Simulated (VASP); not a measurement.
# Co (Pm-3m) in VASP: further runs

Co is run at these levels: PBEsol; tasks: single point.

All numbers are computed with VASP 6.6.1; they aren't measurements. Logs are shortened: lines on timing, memory, paths and dates and some standing lists are left out, and cuts for length are marked.

## (1) The cell of the first run

Symmetry: Pm-3m, No. 221, cubic system. Conventional cell: a = 2.296 Å, b = 2.296 Å, c = 2.296 Å, α = 90.00°, β = 90.00°, γ = 90.00°. Within 3.0 Å of Co (site symmetry m-3m) lie 6 Co at 2.30 Å.

## (2) Single point, PBEsol, collinear spin, ferromagnetic start

INCAR

```
ALGO     = Normal         # electronic algorithm
EDIFF    = 1E-7           # SCF threshold, eV
ENCUT    = 520            # plane-wave cutoff, eV
GGA      = PS             # functional
ISIF     = 2              # what is computed and relaxed
ISMEAR   = -1             # smearing method
ISPIN    = 2              # spin polarisation
LASPH    = T              # aspherical terms in the spheres
LCHARG   = F              # write CHGCAR
LMAXMIX  = 4              # l up to which the mixer works
LORBIT   = 11             # projections on sites
LREAL    = F              # projectors in reciprocal space
LWAVE    = F              # write WAVECAR
MAGMOM   = 1.7            # initial moments
NBANDS   = 14             # bands
NELM     = 150            # most SCF steps
PREC     = Accurate       # precision mode
SIGMA    = 0.05           # smearing width, eV
```

KPOINTS

```
k-points
0
Gamma
  14 14 14
```

POSCAR

```
Co
1.0
    2.2955871446      0.0000000000      0.0000000000
    0.0000000000      2.2955871446      0.0000000000
    0.0000000000      0.0000000000      2.2955871446
Co
1
Direct
    0.0000000000      0.0000000000      0.0000000000
```

Potentials or basis: VASP PAW PBE potentials, release 64 (Co).

Started as:

```sh
> cat potpaw_PBE.64/Co/POTCAR > POTCAR
> mpirun -np 1 vasp_std > vasp.out
```

OUTCAR:

```text
EDIFF = 1E-7
   ENCUT = 520
   GGA = PS
   ISIF = 2
   ISMEAR = -1
   ISPIN = 2
   LASPH = T
   LORBIT = 11
   LREAL = F
   NELM = 150
   PREC = Accurate

 ion  position               nearest neighbor table
   1  0.000  0.000  0.000-

  LATTYP: Found a simple cubic cell.
 ALAT       =     2.2955871446

  Lattice vectors:

 A1 = (   2.2955871446,   0.0000000000,   0.0000000000)
 A2 = (   0.0000000000,   2.2955871446,   0.0000000000)
 A3 = (   0.0000000000,   0.0000000000,   2.2955871446)

Analysis of symmetry for initial positions (statically):
=====================================================================
 Subroutine PRICEL returns:
 Original cell was already a primitive cell.

 Routine SETGRP: Setting up the symmetry group for a
 simple cubic supercell.

 Subroutine GETGRP returns: Found 48 space group operations
 (whereof 48 operations were pure point group operations)
 out of a pool of 48 trial point group operations.

The static configuration has the point symmetry O_h .

Analysis of symmetry for dynamics (positions and initial velocities):
=====================================================================
 Subroutine PRICEL returns:
 Original cell was already a primitive cell.

 Routine SETGRP: Setting up the symmetry group for a
 simple cubic supercell.

 Subroutine GETGRP returns: Found 48 space group operations
 (whereof 48 operations were pure point group operations)
 out of a pool of 48 trial point group operations.

The dynamic configuration has the point symmetry O_h .

Analysis of structural, dynamic, and magnetic symmetry:
=====================================================================
 Subroutine PRICEL returns:
 Original cell was already a primitive cell.

 Routine SETGRP: Setting up the symmetry group for a
 simple cubic supercell.

 Subroutine GETGRP returns: Found 48 space group operations
 (whereof 48 operations were pure point group operations)
 out of a pool of 48 trial point group operations.

The overall configuration has the point symmetry O_h .

 Subroutine INISYM returns: Found 48 space group operations
 (whereof 48 operations are pure point group operations),
 and found     1 'primitive' translations

----------------------------------------------------------------------------------------

                                     Primitive cell

  volume of cell :      12.0971

  direct lattice vectors                    reciprocal lattice vectors
     2.295587145  0.000000000  0.000000000     0.435618400  0.000000000  0.000000000
     0.000000000  2.295587145  0.000000000     0.000000000  0.435618400  0.000000000
     0.000000000  0.000000000  2.295587145     0.000000000  0.000000000  0.435618400

  length of vectors
     2.295587145  2.295587145  2.295587145     0.435618400  0.435618400  0.435618400

  position of ions in fractional coordinates (direct lattice)
     0.000000000  0.000000000  0.000000000

  ion indices of the primitive-cell ions
   primitive index   ion index
                 1           1

----------------------------------------------------------------------------------------

 KPOINTS: k-points

Automatic generation of k-mesh.
 Grid dimensions read from file:
 generate k-points for:   14   14   14

 Generating k-lattice:

  Cartesian coordinates                     Fractional coordinates (reciprocal lattice)
     0.031115600  0.000000000  0.000000000     0.071428571  0.000000000  0.000000000
     0.000000000  0.031115600  0.000000000     0.000000000  0.071428571  0.000000000
     0.000000000  0.000000000  0.031115600     0.000000000  0.000000000  0.071428571

  Length of vectors
     0.031115600  0.031115600  0.031115600

  Shift w.r.t. Gamma in fractional coordinates (k-lattice)
     0.000000000  0.000000000  0.000000000

 Subroutine IBZKPT returns following result:
 ===========================================

 Found    120 irreducible k-points:

 Following reciprocal coordinates:
            Coordinates               Weight
  0.000000  0.000000  0.000000      1.000000
  0.071429  0.000000  0.000000      6.000000
  0.142857  0.000000  0.000000      6.000000
  0.214286  0.000000  0.000000      6.000000
  0.285714  0.000000  0.000000      6.000000
  0.357143  0.000000  0.000000      6.000000
[... 16 lines left out ...]
  0.285714  0.214286  0.000000     24.000000
  0.357143  0.214286  0.000000     24.000000
 [... further k-points ...]
   k-points           NKPTS =    120   k-points in BZ     NKDIM =    120   number of bands    NBANDS=     14
   number of dos      NEDOS =    301   number of ions     NIONS =      1
   total plane-waves  NPLWV =   5832
   dimension x,y,z NGX =    18 NGY =   18 NGZ =   18
   dimension x,y,z NGXF=    36 NGYF=   36 NGZF=   36
   ions per type =               1
   NGX,Y,Z   is equivalent  to a cutoff of  13.04, 13.04, 13.04 a.u.
   NGXF,Y,Z  is equivalent  to a cutoff of  26.07, 26.07, 26.07 a.u.
 SYSTEM =  unknown system
   PREC   = accura    normal or accurate (medium, high low for compatibility)
   ISTART =      0    job   : 0-new  1-cont  2-samecut
   ICHARG =      2    charge: 1-file 2-atom 10-const
   ISPIN  =      2    spin polarized calculation?
   LNONCOLLINEAR =      F non collinear calculations
   LSORBIT =      F    spin-orbit coupling
   LASPH  =      T    aspherical Exc in radial PAW
   ENCUT  =  520.0 eV  38.22 Ry    6.18 a.u.   4.27  4.27  4.27*2*pi/ulx,y,z
   NELM   =    150;   NELMIN=  2; NELMDL= -5     # of ELM steps
   EDIFF  = 0.1E-06   stopping-criterion for ELM
   LREAL  =      F    real-space projection
   EDIFFG = 0.1E-05   stopping-criterion for IOM
   NSW    =      0    number of steps for IOM
   IBRION =     -1    ionic relax: 0-MD 1-quasi-New 2-CG
   NFREE  =      0    steps in history (QN), initial steepest desc. (CG)
   ISIF   =      2    stress and relaxation
   ISYM   =      2    0-nonsym 1-usesym 2-fastsym
   POTIM  = 0.5000    time-step for ionic-motion
   TEBEG  =    0.0;   TEEND  =   0.0 temperature during run
   PSTRESS=    0.0 pullay stress
   NELECT =       9.0000    total number of electrons
   NUPDOWN=      -1.0000    fix difference up-down
   EMIN   =  10.00;   EMAX   =-10.00  energy-range for DOS
   EFERMI =   0.00;   METHOD = LEGACY
   ISMEAR =    -1;   SIGMA  =   0.05  broadening in eV -4-tet -1-fermi 0-gaus
   EFERMI_NEDOS =   21; number of points for ismear=-14 and -15
   IALGO  =     38    algorithm
   IMIX   =      4    mixing-type and parameters
     AMIX     =   0.40;   BMIX     =  1.00
     AMIX_MAG =   1.60;   BMIX_MAG =  1.00
  volume/ion in A,a.u.               =      12.10        81.64
  Fermi-wavevector in a.u.,A,eV,Ry     =   1.483412  2.803243 29.939785  2.200512
  Thomas-Fermi vector in A             =   2.597077
   LORBIT       =     11    0 simple, 1 ext, 2 COOP (PROOUT), +10 PAW based schemes
   GGA     = PS    functional components
   LHFCALC =     F    Hartree Fock is set to
   AEXX    =    0.0000 exact exchange contribution
   IVDW    =     0    specifies the selected vdW correction
   LEPSILON=     F    determine dielectric tensor
   LRPA    =     F    only Hartree local field effects (RPA)
 spin polarized calculation
  energy-cutoff  :      520.00
  volume of cell :       12.10
 maximum number of plane-waves:       341
 NGX is ok and might be reduce to    18
   NGX =  9   NGY =  9   NGZ =  9

 number of electron       9.0000011 magnetization       1.7602910

 Free energy of the ion-electron system (eV)
  ---------------------------------------------------
  ext. energy  EPLUGINS =         0.00000000
  ---------------------------------------------------
  free energy    TOTEN  =        -6.89279344 eV

  energy without entropy =       -6.87806844  energy(sigma->0) =       -6.88543094

 E-fermi :   8.8744     XC(G=0): -12.8567

 val. band max:        8.8649081679   @ k =   0.4286   0.3571   0.0714
 cond. band min:       8.8906963800   @ k =   0.5000   0.3571   0.0714
 fundamental gap:      0.0257882121
 Fermi energy:         8.8743862154

 spin component 1

 k-point     1 :       0.0000    0.0000    0.0000
  band No.  band energies     occupation
      1       0.3109      1.00000
      2       4.3963      1.00000
      3       4.3963      1.00000
      4       7.9478      1.00000
      5       7.9478      1.00000
      6       7.9478      1.00000
      7      28.4163      0.00000
      8      28.4163      0.00000
      9      28.4163      0.00000
     10      32.4289      0.00000
     11      32.4289      0.00000
     12      36.9602      0.00000
     13      45.5459      0.00000
     14      50.0415      0.00000
[... 375 lines left out ...]
 k-point    24 :       0.3571    0.2143    0.0000
  band No.  band energies     occupation
      1       4.1089      1.00000
      2       5.0774      1.00000
      3       6.0641      1.00000
      4       7.0296      1.00000
      5       7.5890      1.00000
      6       7.9994      1.00000
      7      16.2687      0.00000
      8      24.4346      0.00000
      9      31.9381      0.00000
     10      34.8768      0.00000
     11      35.0455      0.00000
     12      42.3270      0.00000
     13      43.1337      0.00000
     14      45.1453      0.00000

 [... further k-points ...]

 spin component 2

 k-point     1 :       0.0000    0.0000    0.0000
  band No.  band energies     occupation
      1       0.5237      1.00000
      2       5.6768      1.00000
      3       5.6768      1.00000
      4      10.0990      0.00000
      5      10.0990      0.00000
      6      10.0990      0.00000
      7      28.8018      0.00000
      8      28.8018      0.00000
      9      28.8018      0.00000
     10      32.8378      0.00000
     11      32.8378      0.00000
     12      37.1225      0.00000
     13      49.3184      0.00000
     14      50.3437      0.00000
[... 375 lines left out ...]
 k-point    24 :       0.3571    0.2143    0.0000
  band No.  band energies     occupation
      1       4.7480      1.00000
      2       6.4134      1.00000
      3       7.3932      1.00000
      4       9.0608      0.02348
      5       9.3352      0.00010
      6       9.6937      0.00000
      7      16.9547      0.00000
      8      24.9270      0.00000
      9      32.3946      0.00000
     10      35.1890      0.00000
     11      35.3740      0.00000
     12      42.6538      0.00000
     13      43.5897      0.00000
     14      46.7180      0.00000

 [... further k-points ...]
[... 5 lines left out ...]
  --------------------------------------------------------------------------------------
  -------------------------------------------------------------------------------------
  Total       -0.0694218     -0.0694218     -0.0694218      0.0000000      0.0000000      0.0000000
  in kB       -9.1944331     -9.1944331     -9.1944331      0.0000000      0.0000000      0.0000000
  external PRESSURE =      -9.1944331 kB  Pullay stress =       0.0000000 kB

 VOLUME and BASIS-vectors are now :
 -----------------------------------------------------------------------------
  energy-cutoff  :      520.00
  volume of cell :       12.10
      direct lattice vectors                 reciprocal lattice vectors
     2.295587145  0.000000000  0.000000000     0.435618400  0.000000000  0.000000000
     0.000000000  2.295587145  0.000000000     0.000000000  0.435618400  0.000000000
     0.000000000  0.000000000  2.295587145     0.000000000  0.000000000  0.435618400

 POSITION                                       TOTAL-FORCE (eV/Angst)
 -----------------------------------------------------------------------------------
      0.00000      0.00000      0.00000         0.000000      0.000000      0.000000
 -----------------------------------------------------------------------------------
    total drift:                               -0.000000      0.000000      0.000000

  FREE ENERGIE OF THE ION-ELECTRON SYSTEM (eV)
  ---------------------------------------------------
  free  energy   TOTEN  =        -6.8927934445 eV

  energy  without entropy=       -6.8780684433  energy(sigma->0) =       -6.88543094

 total charge

# of ion       s       p       d       tot
------------------------------------------
    1        0.514   0.443   7.301   8.258

 magnetization (x)

# of ion       s       p       d       tot
------------------------------------------
    1        0.007   0.000   1.749   1.757
```

Run time: 55 s. Hardware: 1 thread of Intel Xeon 8259CL, shared host; peak memory 0.15 GiB.

Results:

| Quantity | Value |
| --- | --- |
| Free energy | -6.8928 eV |
| Pressure | -0.9 GPa |
| Net moment | 1.76 μB per cell |
| Site moments | Co +1.76 μB |
| Valence electrons inside the program's atomic spheres | Co 8.26 |

Caveat: the PAW data sets were made with another functional, which shifts forces and pressure a little.

(Continued in part 2 of 2.)
